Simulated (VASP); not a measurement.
Wanted: the native input for a VASP 6.6.1 run.

| Item | Value |
| --- | --- |
| Task | relaxation of cell and atoms |
| Functional | PBE |
| Potentials or basis | VASP PAW PBE potentials, release 64 (V_sv, Ni, Mo_sv) |
| Cutoff | 600 eV |
| k mesh | 8 × 8 × 8 |
| Occupations | gaussian, width 0.1 eV |
| Spin | no spin polarisation |
| Dipole correction | no |
| Further INCAR settings | ALGO = Fast; EDIFF = 1e-06; IBRION = 2; EDIFFG = -0.01; NSW = 100; ISIF = 3 |

The structure of V3NiMo lies in POSCAR:

```
V3NiMo
1.0
    4.4390583980      0.0000000000      0.0000000000
    0.0000000000      4.4390583980      0.0000000000
    0.0000000000      0.0000000000      4.4390583980
V Ni Mo
3 1 1
Direct
    0.0000000000      0.5000000000      0.5000000000
    0.5000000000      0.0000000000      0.5000000000
    0.5000000000      0.5000000000      0.0000000000
    0.0000000000      0.0000000000      0.0000000000
    0.5000000000      0.5000000000      0.5000000000
```

The input as run:

INCAR

```
SYSTEM = V3NiMo
ALGO = Fast
EDIFF = 1E-6
EDIFFG = -0.01
ENCUT = 600
GGA = PE
IBRION = 2
ISIF = 3
ISMEAR = 0
LASPH = .True.
LCHARG = .False.
LREAL = .False.
LWAVE = .False.
NELM = 60
NSW = 100
PREC = Accurate
SIGMA = 0.1
```

KPOINTS

```
k-points
0
Gamma
  8 8 8
  0 0 0
```

Potentials or basis: VASP PAW PBE potentials, release 64 (V_sv, Ni, Mo_sv).

The run is started by

```bash
$ cat potpaw_PBE.64/V_sv/POTCAR potpaw_PBE.64/Ni/POTCAR potpaw_PBE.64/Mo_sv/POTCAR > POTCAR
$ mpirun -np 1 vasp_std > vasp.out
```

Results of the run:

```json
{"Relaxed volume": "17.83 Å³/atom", "Relaxed cell": "a = 4.467 Å, b = 4.467 Å, c = 4.467 Å, α = 90.00°, β = 90.00°, γ = 90.00°", "Space group after relaxing (to 0.05 Å)": "Pm-3m (No. 221)", "Energy gained by relaxing": "2.2 meV/atom", "Ionic steps": "3", "Pressure after relaxing": "0.0 GPa"}
```

It took 8.5 min on 1 thread of Intel(R) Xeon(R) Platinum 8175M CPU @ 2.50GHz (Skylake/Cascade Lake) (shared host), peak memory 0.31 GiB.
